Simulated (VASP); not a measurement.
# SiO2 (Pnnm) in VASP: notebook, part 2 of 2

VASP 6.6.1. Earlier steps stand in the parts before.

### Step 3. Single point, LDA

This run uses another cell than the first one, of 15.37 Å³/atom.

INCAR

```
SYSTEM = SiO2
PREC = Accurate
ENCUT = 520
EDIFF = 1E-6
ISMEAR = 0
SIGMA = 0.02
LREAL = Auto
LASPH = .True.
NELM = 100
ALGO = Normal
ISIF = 2
LWAVE = .False.
LCHARG = .False.
GGA = CA
NBANDS = 82
```

KPOINTS

```
Automatic mesh
0
Gamma
  6 4 4
  0 0 0
```

POSCAR

```
SiO2
1.0
    4.9250331706      0.0000000000      0.0000000000
    0.0000000000      8.7368390117      0.0000000000
    0.0000000000      0.0000000000      8.5751231425
Si O
8 16
Direct
    0.9324151960      0.1718324129      0.1834776664
    0.0675848040      0.8281675871      0.1834776664
    0.4324151960      0.3281675871      0.3165223336
    0.9324151960      0.1718324129      0.8165223336
    0.0675848040      0.8281675871      0.8165223336
    0.4324151960      0.3281675871      0.6834776664
    0.5675848040      0.6718324129      0.3165223336
    0.5675848040      0.6718324129      0.6834776664
    0.0126557350      0.8104269769      0.0000000000
    0.5000000000      0.5000000000      0.2621774317
    0.5126557350      0.6895730231      0.5000000000
    0.9873442650      0.1895730231      0.0000000000
    0.1199093766      0.2905935517      0.7218979543
    0.8800906234      0.7094064483      0.7218979543
    0.0000000000      0.0000000000      0.7621774317
    0.6199093766      0.2094064483      0.2218979543
    0.3800906234      0.7905935517      0.2218979543
    0.5000000000      0.5000000000      0.7378225683
    0.3800906234      0.7905935517      0.7781020457
    0.1199093766      0.2905935517      0.2781020457
    0.6199093766      0.2094064483      0.7781020457
    0.4873442650      0.3104269769      0.5000000000
    0.0000000000      0.0000000000      0.2378225683
    0.8800906234      0.7094064483      0.2781020457
```

Potentials or basis: VASP PAW LDA potentials, release 64 (Si, O).

Launch:

```bash
$ cat potpaw_LDA.64/Si/POTCAR potpaw_LDA.64/O/POTCAR > POTCAR
$ mpirun -np 1 vasp_std > vasp.out
```

OUTCAR:

```text
SYSTEM = SiO2
   PREC = Accurate
   ENCUT = 520
   EDIFF = 1E-6
   ISMEAR = 0
   LREAL = Auto
   LASPH = .True.
   NELM = 100
   ISIF = 2
   GGA = CA

 ion  position               nearest neighbor table
   1  0.932  0.172  0.183-  12 1.60  23 1.61  16 1.61  20 1.61   3 3.04   3 3.04   2 3.08   4 3.15

   2  0.068  0.828  0.183-   9 1.60  23 1.61  17 1.61  24 1.61   7 3.04   7 3.04   1 3.08   5 3.15

   3  0.432  0.328  0.317-  22 1.60  10 1.61  20 1.61  16 1.61   1 3.04   1 3.04   7 3.08   6 3.15
[... 13 lines left out ...]
  11  0.513  0.690  0.500-   7 1.60   8 1.60
  12  0.987  0.190  0.000-   1 1.60   4 1.60
  13  0.120  0.291  0.722-   6 1.61   4 1.61
  14  0.880  0.709  0.722-   8 1.61   5 1.61
[... 8 lines left out ...]
  23  0.000  0.000  0.238-   1 1.61   2 1.61
  24  0.880  0.709  0.278-   7 1.61   2 1.61

  LATTYP: Found a simple orthorhombic cell.
 ALAT       =     4.9250331706
 B/A-ratio  =     1.7411300281
 C/A-ratio  =     1.7739655164

  Lattice vectors:

 A1 = (  -4.9250331706,   0.0000000000,   0.0000000000)
 A2 = (   0.0000000000,   0.0000000000,   8.5751231425)
 A3 = (   0.0000000000,   8.7368390117,   0.0000000000)

[... 229 lines left out ...]
  band No.  band energies     occupation
      1     -19.9208      2.00000
      2     -19.4707      2.00000
      3     -19.4643      2.00000
      4     -19.0121      2.00000
      5     -19.0034      2.00000
      6     -18.3937      2.00000
[... 1885 lines left out ...]
     75       9.0078      0.00000
     76       9.0078      0.00000

 [... further k-points ...]

 [bands above 76 left out]

------------------------ aborting loop because EDIFF is reached ----------------------------------------

  FORCE on cell =-STRESS in cart. coord.  units (eV):
  Direction    XX          YY          ZZ          XY          YZ          ZX
  --------------------------------------------------------------------------------------
  -------------------------------------------------------------------------------------
  Total        1.2694751      1.2359942      1.1156409      0.0000000      0.0000000      0.0000000
  in kB        5.5122757      5.3668957      4.8443014      0.0000000      0.0000000      0.0000000
  external PRESSURE =       5.2411576 kB  Pullay stress =       0.0000000 kB

 VOLUME and BASIS-vectors are now :
 -----------------------------------------------------------------------------
  energy-cutoff  :      520.00
  volume of cell :      368.98
      direct lattice vectors                 reciprocal lattice vectors
     4.925033171  0.000000000  0.000000000     0.203044318  0.000000000  0.000000000
     0.000000000  8.736839012  0.000000000     0.000000000  0.114457872  0.000000000
     0.000000000  0.000000000  8.575123143     0.000000000  0.000000000  0.116616401

 POSITION                                       TOTAL-FORCE (eV/Angst)
 -----------------------------------------------------------------------------------
      4.59218      1.50127      1.57334        -0.011032      0.004408      0.009672
      0.33286      7.23557      1.57334         0.011032     -0.004408      0.009672
      2.12966      2.86715      2.71422        -0.011032     -0.004408     -0.009672
      4.59218      1.50127      7.00178        -0.011032      0.004408     -0.009672
      0.33286      7.23557      7.00178         0.011032     -0.004408     -0.009672
      2.12966      2.86715      5.86091        -0.011032     -0.004408      0.009672
[... 16 lines left out ...]
      0.00000      0.00000      2.03936        -0.000000      0.000000      0.017991
      4.33448      6.19797      2.38476         0.019394     -0.018381      0.013008
 -----------------------------------------------------------------------------------
    total drift:                                0.000000     -0.000000      0.000000

  FREE ENERGIE OF THE ION-ELECTRON SYSTEM (eV)
  ---------------------------------------------------
  free  energy   TOTEN  =      -207.4360104199 eV

  energy  without entropy=     -207.4360104199  energy(sigma->0) =     -207.43601042
```

OSZICAR:

```text
N       E                     dE             d eps       ncg     rms          rms(c)
DAV:   1     0.879483975112E+03    0.87948E+03   -0.65403E+04  5920   0.141E+03
DAV:   2    -0.156102359939E+03   -0.10356E+04   -0.10098E+04  7468   0.334E+02
DAV:   3    -0.233656637217E+03   -0.77554E+02   -0.77218E+02  7064   0.985E+01
DAV:   4    -0.234924124176E+03   -0.12675E+01   -0.12642E+01  7176   0.136E+01
DAV:   5    -0.234954137492E+03   -0.30013E-01   -0.29980E-01  7120   0.200E+00    0.429E+01
DAV:   6    -0.208202711959E+03    0.26751E+02   -0.11385E+02  6862   0.351E+01    0.210E+01
DAV:   7    -0.207720987275E+03    0.48172E+00   -0.30675E+00  7400   0.540E+00    0.742E+00
DAV:   8    -0.207471698368E+03    0.24929E+00   -0.16002E-01  6992   0.174E+00    0.282E+00
DAV:   9    -0.207430570635E+03    0.41128E-01   -0.65089E-02  7192   0.112E+00    0.456E-01
DAV:  10    -0.207435703302E+03   -0.51327E-02   -0.10250E-02  6752   0.354E-01    0.181E-01
DAV:  11    -0.207435891010E+03   -0.18771E-03   -0.36434E-03  6896   0.226E-01    0.408E-02
DAV:  12    -0.207435962465E+03   -0.71456E-04   -0.12431E-04  7016   0.436E-02    0.293E-02
DAV:  13    -0.207436001778E+03   -0.39313E-04   -0.30900E-05  6680   0.186E-02    0.134E-02
DAV:  14    -0.207436009948E+03   -0.81700E-05   -0.69438E-06  6664   0.972E-03    0.316E-03
DAV:  15    -0.207436010420E+03   -0.47172E-06   -0.61093E-07  4840   0.479E-03
   1 F= -.20743601E+03 E0= -.20743601E+03  d E =-.257291E-34
```

stdout:

```text
POSCAR found type information on POSCAR SiO
 POSCAR found :  2 types and      24 ions
 scaLAPACK will be used
 LDA part: xc-table for (Slater(with rela. corr.)+CA(PZ))
 , standard interpolation
 POSCAR, INCAR and KPOINTS ok, starting setup
 FFT: planning ... GRIDC
 FFT: planning ... GRID_SOFT
 FFT: planning ... GRID
 WAVECAR not read
 entering main loop
```

Wall time 35 min (1 thread of Oxide Virtual Turin-like, shared host); peak memory 0.71 GiB.

Results:

```
Free energy            : -207.4360 eV
Pressure               : 0.5 GPa
Largest force          : 0.030 eV/Å
Band gap on the k mesh : 5.56 eV (least direct gap 5.61 eV)
```

Forces in eV/Å, atoms in the order of the input:
```
Si  -0.011  0.004  0.010
Si   0.011 -0.004  0.010
Si  -0.011 -0.004 -0.010
Si  -0.011  0.004 -0.010
Si   0.011 -0.004 -0.010
Si  -0.011 -0.004  0.010
Si   0.011  0.004 -0.010
Si   0.011  0.004  0.010
O   -0.012  0.001  0.000
O    0.000  0.000 -0.018
O   -0.012 -0.001  0.000
O    0.012 -0.001  0.000
O   -0.019  0.018 -0.013
O    0.019 -0.018 -0.013
O    0.000  0.000 -0.018
O   -0.019 -0.018 -0.013
O    0.019  0.018 -0.013
O    0.000  0.000  0.018
O    0.019  0.018  0.013
O   -0.019  0.018  0.013
O   -0.019 -0.018  0.013
O    0.012  0.001  0.000
O    0.000  0.000  0.018
O    0.019 -0.018  0.013
```

A k mesh can miss the band edges.

### Step 4. Single point, LDA (15.84 Å³/atom)

This run uses another cell than the first one, of 15.84 Å³/atom.

INCAR

```
  PREC = Accurate
  ENCUT = 520
  EDIFF = 1E-6
  ISMEAR = 0
  SIGMA = 0.02
  LREAL = Auto
  LASPH = True
  NELM = 80
  ALGO = Normal
  ISIF = 2
  LWAVE = False
  LCHARG = False
  NBANDS = 82
```

KPOINTS

```
Automatic mesh
0
Gamma
  6 4 4
```

POSCAR

```
SiO2
1.0
    4.9878588572      0.0000000000      0.0000000000
    0.0000000000      8.8134384343      0.0000000000
    0.0000000000      0.0000000000      8.6453295463
Si O
8 16
Direct
    0.9455442893      0.1731126183      0.1819568645
    0.0544557107      0.8268873817      0.1819568645
    0.4455442893      0.3268873817      0.3180431355
    0.9455442893      0.1731126183      0.8180431355
    0.0544557107      0.8268873817      0.8180431355
    0.4455442893      0.3268873817      0.6819568645
    0.5544557107      0.6731126183      0.3180431355
    0.5544557107      0.6731126183      0.6819568645
    0.0021077321      0.8058766265      0.0000000000
    0.5000000000      0.5000000000      0.2689535248
    0.5021077321      0.6941233735      0.5000000000
    0.9978922679      0.1941233735      0.0000000000
    0.1402637298      0.2840132251      0.7223633659
    0.8597362702      0.7159867749      0.7223633659
    0.0000000000      0.0000000000      0.7689535248
    0.6402637298      0.2159867749      0.2223633659
    0.3597362702      0.7840132251      0.2223633659
    0.5000000000      0.5000000000      0.7310464752
    0.3597362702      0.7840132251      0.7776366341
    0.1402637298      0.2840132251      0.2776366341
    0.6402637298      0.2159867749      0.7776366341
    0.4978922679      0.3058766265      0.5000000000
    0.0000000000      0.0000000000      0.2310464752
    0.8597362702      0.7159867749      0.2776366341
```

Potentials or basis: VASP PAW LDA potentials, release 64 (Si, O).

Launch:

```bash
$ cat potpaw_LDA.64/Si/POTCAR potpaw_LDA.64/O/POTCAR > POTCAR
$ mpirun -np 1 vasp_std > vasp.out
```

OUTCAR:

```text
PREC = Accurate
   ENCUT = 520
   EDIFF = 1E-6
   ISMEAR = 0
   LREAL = Auto
   LASPH = True
   NELM = 80
   ISIF = 2

 ion  position               nearest neighbor table
   1  0.946  0.173  0.182-  12 1.61  23 1.61  20 1.61  16 1.61   3 3.07   3 3.07   2 3.10   4 3.15

   2  0.054  0.827  0.182-   9 1.61  23 1.61  24 1.61  17 1.61   7 3.07   7 3.07   1 3.10   5 3.15

   3  0.446  0.327  0.318-  22 1.61  10 1.61  16 1.61  20 1.61   1 3.07   1 3.07   7 3.10   6 3.15
[... 13 lines left out ...]
  11  0.502  0.694  0.500-   7 1.61   8 1.61
  12  0.998  0.194  0.000-   1 1.61   4 1.61
  13  0.140  0.284  0.722-   4 1.61   6 1.61
  14  0.860  0.716  0.722-   5 1.61   8 1.61
[... 8 lines left out ...]
  23  0.000  0.000  0.231-   1 1.61   2 1.61
  24  0.860  0.716  0.278-   2 1.61   7 1.61

  LATTYP: Found a simple orthorhombic cell.
 ALAT       =     4.9878588572
 B/A-ratio  =     1.7332746964
 C/A-ratio  =     1.7669783141

  Lattice vectors:

 A1 = (  -4.9878588572,   0.0000000000,   0.0000000000)
 A2 = (   0.0000000000,   0.0000000000,   8.6453295463)
 A3 = (   0.0000000000,   8.8134384343,   0.0000000000)

Analysis of symmetry for initial positions (statically):
=====================================================================
 Subroutine PRICEL returns:
 Original cell was already a primitive cell.

 Routine SETGRP: Setting up the symmetry group for a
 simple orthorhombic supercell.

 Subroutine GETGRP returns: Found  8 space group operations
 (whereof  4 operations were pure point group operations)
 out of a pool of  8 trial point group operations.

The static configuration has the point symmetry C_2h.
 The point group associated with its full space group is D_2h.

Analysis of symmetry for dynamics (positions and initial velocities):
=====================================================================
 Subroutine PRICEL returns:
 Original cell was already a primitive cell.

 Routine SETGRP: Setting up the symmetry group for a
[... 176 lines left out ...]
   GGA     = CA    functional components
   LHFCALC =     F    Hartree Fock is set to
   AEXX    =    0.0000 exact exchange contribution
   IVDW    =     0    specifies the selected vdW correction
   LEPSILON=     F    determine dielectric tensor
   LRPA    =     F    only Hartree local field effects (RPA)
 non-spin polarized calculation
 Gauss-broadening in eV      SIGMA  =   0.02
  energy-cutoff  :      520.00
  volume of cell :      380.05
 maximum number of plane-waves:     10266
 NGX is ok and might be reduce to    40
   NGX = 19   NGY = 33   NGZ = 33

 number of electron     128.0000039 magnetization

 Free energy of the ion-electron system (eV)
  ---------------------------------------------------
  ext. energy  EPLUGINS =         0.00000000
  ---------------------------------------------------
  free energy    TOTEN  =      -207.44179896 eV

  energy without entropy =     -207.44179896  energy(sigma->0) =     -207.44179896

 E-fermi :  -0.6890     XC(G=0):  -8.3500

 val. band max:       -0.8623835171   @ k =   0.3333   0.0000   0.0000
 cond. band min:       4.6490345376   @ k =   0.0000   0.0000   0.0000
 fundamental gap:      5.5114180547
 Fermi energy:        -0.6889590049

 k-point     1 :       0.0000    0.0000    0.0000
  band No.  band energies     occupation
      1     -20.0811      2.00000
      2     -19.6344      2.00000
      3     -19.6331      2.00000
      4     -19.1895      2.00000
      5     -19.1727      2.00000
      6     -18.5748      2.00000
[... 1885 lines left out ...]
     75       8.7876      0.00000
     76       8.7876      0.00000

 [... further k-points ...]

 [bands above 76 left out]

------------------------ aborting loop because EDIFF is reached ----------------------------------------

  FORCE on cell =-STRESS in cart. coord.  units (eV):
  Direction    XX          YY          ZZ          XY          YZ          ZX
  --------------------------------------------------------------------------------------
  -------------------------------------------------------------------------------------
  Total        0.2702651      0.2295511      0.1453313     -0.0000000      0.0000000      0.0000000
  in kB        1.1393559      0.9677183      0.6126727     -0.0000000      0.0000000      0.0000000
  external PRESSURE =       0.9065823 kB  Pullay stress =       0.0000000 kB

 VOLUME and BASIS-vectors are now :
 -----------------------------------------------------------------------------
  energy-cutoff  :      520.00
  volume of cell :      380.05
      direct lattice vectors                 reciprocal lattice vectors
     4.987858857  0.000000000  0.000000000     0.200486828  0.000000000  0.000000000
     0.000000000  8.813438434  0.000000000     0.000000000  0.113463095  0.000000000
     0.000000000  0.000000000  8.645329546     0.000000000  0.000000000  0.115669391

 POSITION                                       TOTAL-FORCE (eV/Angst)
 -----------------------------------------------------------------------------------
      4.71624      1.52572      1.57308        -0.012211      0.003998      0.016080
      0.27162      7.28772      1.57308         0.012211     -0.003998      0.016080
      2.22231      2.88100      2.74959        -0.012211     -0.003998     -0.016080
      4.71624      1.52572      7.07225        -0.012211      0.003998     -0.016080
      0.27162      7.28772      7.07225         0.012211     -0.003998     -0.016080
      2.22231      2.88100      5.89574        -0.012211     -0.003998      0.016080
[... 16 lines left out ...]
      0.00000      0.00000      1.99747        -0.000000     -0.000000      0.012418
      4.28824      6.31031      2.40026         0.011235     -0.017024      0.009998
 -----------------------------------------------------------------------------------
    total drift:                                0.000000      0.000000      0.000000

  FREE ENERGIE OF THE ION-ELECTRON SYSTEM (eV)
  ---------------------------------------------------
  free  energy   TOTEN  =      -207.4417989562 eV

  energy  without entropy=     -207.4417989562  energy(sigma->0) =     -207.44179896
```

OSZICAR:

```text
N       E                     dE             d eps       ncg     rms          rms(c)
DAV:   1     0.887558554255E+03    0.88756E+03   -0.64877E+04  5952   0.141E+03
DAV:   2    -0.153847002265E+03   -0.10414E+04   -0.10134E+04  7474   0.334E+02
DAV:   3    -0.233830411673E+03   -0.79983E+02   -0.79634E+02  7024   0.997E+01
DAV:   4    -0.235159576755E+03   -0.13292E+01   -0.13258E+01  7224   0.139E+01
DAV:   5    -0.235190556830E+03   -0.30980E-01   -0.30948E-01  7072   0.202E+00    0.430E+01
DAV:   6    -0.208227428947E+03    0.26963E+02   -0.11516E+02  6840   0.352E+01    0.210E+01
DAV:   7    -0.207732272266E+03    0.49516E+00   -0.30359E+00  7448   0.538E+00    0.741E+00
DAV:   8    -0.207477954545E+03    0.25432E+00   -0.15968E-01  7000   0.174E+00    0.282E+00
DAV:   9    -0.207435451643E+03    0.42503E-01   -0.67288E-02  7192   0.113E+00    0.462E-01
DAV:  10    -0.207441415368E+03   -0.59637E-02   -0.10807E-02  6728   0.359E-01    0.187E-01
DAV:  11    -0.207441657716E+03   -0.24235E-03   -0.40452E-03  6896   0.238E-01    0.442E-02
DAV:  12    -0.207441743507E+03   -0.85790E-04   -0.15295E-04  7008   0.484E-02    0.320E-02
DAV:  13    -0.207441786683E+03   -0.43177E-04   -0.26666E-05  6696   0.185E-02    0.157E-02
DAV:  14    -0.207441798568E+03   -0.11885E-04   -0.12437E-05  6880   0.124E-02    0.381E-03
DAV:  15    -0.207441798956E+03   -0.38842E-06   -0.85524E-07  4856   0.605E-03
   1 F= -.20744180E+03 E0= -.20744180E+03  d E =-.522943E-36
```

stdout:

```text
POSCAR found type information on POSCAR SiO
 POSCAR found :  2 types and      24 ions
 scaLAPACK will be used
 LDA part: xc-table for (Slater(with rela. corr.)+CA(PZ))
 , standard interpolation
 POSCAR, INCAR and KPOINTS ok, starting setup
 FFT: planning ... GRIDC
 FFT: planning ... GRID_SOFT
 FFT: planning ... GRID
 WAVECAR not read
 entering main loop
```

Run time: 34 min. Hardware: 1 thread of Oxide Virtual Turin-like, shared host; peak memory 0.73 GiB.

Results:

| Quantity | Value |
| --- | --- |
| Free energy | -207.4418 eV |
| Pressure | 0.1 GPa |
| Largest force | 0.023 eV/Å |
| Band gap on the k mesh | 5.51 eV (least direct gap 5.54 eV) |

Forces in eV/Å, atoms in the order of the input:
```
Si  -0.012  0.004  0.016
Si   0.012 -0.004  0.016
Si  -0.012 -0.004 -0.016
Si  -0.012  0.004 -0.016
Si   0.012 -0.004 -0.016
Si  -0.012 -0.004  0.016
Si   0.012  0.004 -0.016
Si   0.012  0.004  0.016
O   -0.019 -0.010  0.000
O    0.000  0.000 -0.012
O   -0.019  0.010  0.000
O    0.019  0.010  0.000
O   -0.011  0.017 -0.010
O    0.011 -0.017 -0.010
O    0.000  0.000 -0.012
O   -0.011 -0.017 -0.010
O    0.011  0.017 -0.010
O    0.000  0.000  0.012
O    0.011  0.017  0.010
O   -0.011  0.017  0.010
O   -0.011 -0.017  0.010
O    0.019 -0.010  0.000
O    0.000  0.000  0.012
O    0.011 -0.017  0.010
```

### Step 5. The runs side by side

| cell | gap on the mesh (eV) | pressure (GPa) | largest force (eV/Å) |
| --- | --- | --- | --- |
| a = 4.863, b = 8.652, c = 8.507 Å, 24 atoms, atomic positions A | 5.61 | 1.0 | 0.04 |
| a = 4.925, b = 8.737, c = 8.575 Å, 24 atoms, atomic positions B | 5.56 | 0.5 | 0.03 |
| a = 4.988, b = 8.813, c = 8.645 Å, 24 atoms, atomic positions C | 5.51 | 0.1 | 0.02 |

Alike in all rows: task single point; level LDA; potentials or basis VASP PAW LDA potentials, release 64 (Si, O); no spin polarisation; k mesh 6 × 4 × 4; cutoff (eV) 520; smearing gaussian 0.02 eV.

Total energies depend on the potentials used, so only differences within one code and one set of settings carry meaning.
